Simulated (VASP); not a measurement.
## Si (a cell with a defect): single point with LDA

The system is Si (a cell with a defect).

```
Si
1.0
    10.86000    0.00000    0.00000
     0.00000   10.86000    0.00000
     0.00000    0.00000   10.86000
Si
63
Direct
  0.49881 0.00161 0.00088
  0.61841 0.13134 0.12612
  0.74815 0.25093 0.00088
  0.87539 0.37460 0.12512
  0.74715 0.00263 0.24806
  0.87574 0.12298 0.37689
  0.99942 0.99915 0.99868
  0.12488 0.12440 0.12431
  0.24894 0.26073 0.01112
  0.34796 0.40196 0.15838
  0.48912 0.50085 0.01104
  0.62539 0.62491 0.12429
  0.75063 0.75036 0.99866
  0.87524 0.87453 0.12528
  0.25040 0.99956 0.24944
  0.37627 0.12250 0.37583
  0.49044 0.25935 0.25359
  0.62728 0.37349 0.37585
  0.75020 0.49937 0.24943
  0.87768 0.62240 0.37306
  0.50126 0.99820 0.50078
  0.62439 0.12535 0.62678
  0.75156 0.24847 0.50080
  0.87691 0.37362 0.62492
  0.74990 0.99987 0.74936
  0.87339 0.12457 0.87594
  0.99939 0.49898 0.99847
  0.12730 0.62242 0.12114
  0.25080 0.75034 0.99850
  0.37516 0.87435 0.12514
  0.00086 0.24937 0.24860
  0.13339 0.37171 0.36850
  0.37800 0.61614 0.36829
  0.50040 0.74889 0.24861
  0.62678 0.87403 0.37689
  0.00144 0.99672 0.49858
  0.12276 0.12485 0.62408
  0.25280 0.24906 0.49901
  0.37572 0.37405 0.62611
  0.50073 0.49698 0.49902
  0.62490 0.62701 0.62409
  0.75303 0.74834 0.49859
  0.87581 0.87395 0.62536
  0.24950 0.00224 0.75013
  0.37353 0.13001 0.88131
  0.49919 0.25056 0.75327
  0.61978 0.37621 0.88128
  0.74752 0.50028 0.75012
  0.87494 0.62529 0.87387
  0.00292 0.74684 0.24807
  0.12739 0.87205 0.37305
  0.00586 0.49789 0.49383
  0.12659 0.62319 0.62237
  0.25191 0.74380 0.49374
  0.37611 0.87281 0.62488
  0.00003 0.24914 0.75121
  0.12595 0.37493 0.87578
  0.25021 0.49956 0.74950
  0.37484 0.62384 0.87576
  0.50062 0.74976 0.75120
  0.62519 0.87638 0.87593
  0.00119 0.74859 0.74829
  0.12449 0.87480 0.87389
```

```
Program             : VASP 6.6.1
Task                : single point
Functional          : LDA
Potentials or basis : VASP PAW LDA potentials, release 64 (Si)
Cutoff              : 520 eV
k mesh              : 1 × 1 × 1
Occupations         : gaussian, width 0.02 eV
Spin                : collinear spin
```

```yaml
Largest_force: 0.501 eV/Å
Net_moment: 1.00 μB per cell
Site_moments: Si +0.00, +0.01, +0.02, -0.00, +0.12 (each value once) μB
Valence_electrons_inside_the_program's_atomic_spheres: Si 1.71, 1.69, 1.70, 1.67, 1.58, 1.68, 1.66, 1.64 (each value once)
```

Forces on the atoms (eV/Å):
```
Si   0.001 -0.016 -0.007
Si   0.010 -0.011 -0.026
Si   0.016 -0.001 -0.006
Si  -0.006  0.006 -0.001
Si  -0.010  0.011  0.001
Si  -0.002  0.000  0.006
Si   0.001  0.000  0.008
Si   0.000  0.001 -0.004
Si   0.010 -0.018 -0.021
Si   0.305 -0.304 -0.257
Si   0.020 -0.008 -0.023
Si  -0.002  0.000 -0.003
Si   0.001 -0.001  0.008
Si  -0.025  0.026 -0.005
Si  -0.003  0.002  0.001
Si   0.001 -0.008  0.000
Si   0.042 -0.044  0.017
Si   0.009 -0.003 -0.001
Si  -0.002  0.003  0.002
Si  -0.022  0.006  0.005
Si  -0.009 -0.001 -0.001
Si  -0.003  0.002 -0.002
Si   0.002  0.009 -0.001
Si  -0.010  0.002  0.014
Si  -0.003  0.001 -0.003
Si   0.001 -0.004 -0.001
Si  -0.011 -0.004  0.000
Si  -0.099  0.098 -0.001
Si   0.005  0.010  0.000
Si  -0.005  0.005  0.000
Si  -0.002  0.009 -0.003
Si  -0.055  0.010  0.063
Si  -0.011  0.051  0.062
Si  -0.008  0.003 -0.003
Si   0.001  0.002  0.005
Si  -0.003  0.004  0.001
Si  -0.010  0.015 -0.006
Si   0.021  0.003 -0.001
Si   0.000  0.001  0.009
Si  -0.002 -0.020 -0.001
Si  -0.017  0.011 -0.005
Si  -0.004  0.003  0.001
Si  -0.004  0.003  0.008
Si  -0.004  0.004 -0.003
Si   0.012 -0.016 -0.007
Si  -0.001  0.002  0.002
Si   0.017 -0.011 -0.008
Si  -0.005  0.003 -0.003
Si  -0.008  0.001 -0.001
Si  -0.055  0.055  0.029
Si  -0.005  0.022  0.005
Si  -0.034  0.017  0.027
Si  -0.006  0.006  0.019
Si  -0.016  0.033  0.027
Si  -0.003  0.009  0.014
Si   0.005  0.017  0.016
Si   0.008  0.002  0.007
Si  -0.002  0.001  0.005
Si  -0.003 -0.007  0.007
Si  -0.016 -0.004  0.015
Si   0.004  0.000  0.000
Si  -0.004  0.005  0.018
Si  -0.002  0.006 -0.001
```

Levels at points of the mesh, in eV from the Fermi level:
Spin up:
| k point | band 124 | band 125 | band 126 | band 127 | band 128 | band 129 |
| --- | --- | --- | --- | --- | --- | --- |
| (0.00, 0.00, 0.00) | -0.81 | -0.74 | -0.03 | 0.03 | 0.07 | 0.16 |
Spin down:
```tsv
k point	band 121	band 122	band 123	band 124	band 125	band 126	band 127	band 128	band 129	band 130
(0.00, 0.00, 0.00)	-1.56	-1.53	-0.79	-0.76	-0.72	0.05	0.09	0.10	0.17	0.18
```

Wall time 8.7 min on 1 thread of AMD EPYC 7R43 64-Core Processor (Zen 3) (shared host), peak memory 0.84 GiB.

Caveat: the k points lie up to 0.58 Å⁻¹ apart; the cell carries a net charge on a neutralising background, which shifts energy and pressure; the cell is charged against a uniform background, so pressure and absolute levels hang on convention.
